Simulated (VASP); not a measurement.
Here is a VASP 6.6.1 calculation.

Contents of INCAR:

```
PREC = Accurate
ENCUT = 520
EDIFF = 1E-6
ISMEAR = -1
SIGMA = 0.05
LREAL = F
LASPH = T
NELM = 60
ALGO = Normal
ISIF = 2
LWAVE = F
LCHARG = F
GGA = PS
NBANDS = 28
```

KPOINTS

```
regular mesh
0
Gamma
  7 7 7
```

The input POSCAR:

```
BaTiO3
1.0
    2.8273666084      1.6323808724      2.3183934932
   -2.8273666084      1.6323808724      2.3183934932
    0.0000000000     -3.2647617449      2.3183934932
Ba Ti O
1 1 3
Direct
   -0.0126770000     -0.0079790000      0.0071180000
    0.4831240000      0.4725880000      0.4820330000
    0.5105020000      0.0092900000      0.5165310000
    0.0211820000      0.5202550000      0.5135860000
    0.5107760000      0.5139200000      0.0142200000
```

Potentials or basis: VASP PAW PBE potentials, release 64 (Ba_sv, Ti_sv, O).

Launch:

```console
$ cat potpaw_PBE.64/Ba_sv/POTCAR potpaw_PBE.64/Ti_sv/POTCAR potpaw_PBE.64/O/POTCAR > POTCAR
$ mpirun -np 1 vasp_std > vasp.out
```

(1) What does it give for the band gap on the k mesh?

(2) What does it give for the largest force?

Results:

(1) 2.52 eV (least direct gap 2.94 eV).

(2) 0.553 eV/Å.

Caveat: the cell differs from its parent crystal (atoms moved at random); the PAW data sets were made with another functional, which shifts forces and pressure a little; spin-orbit coupling is left out, which moves the levels of the heavy elements.
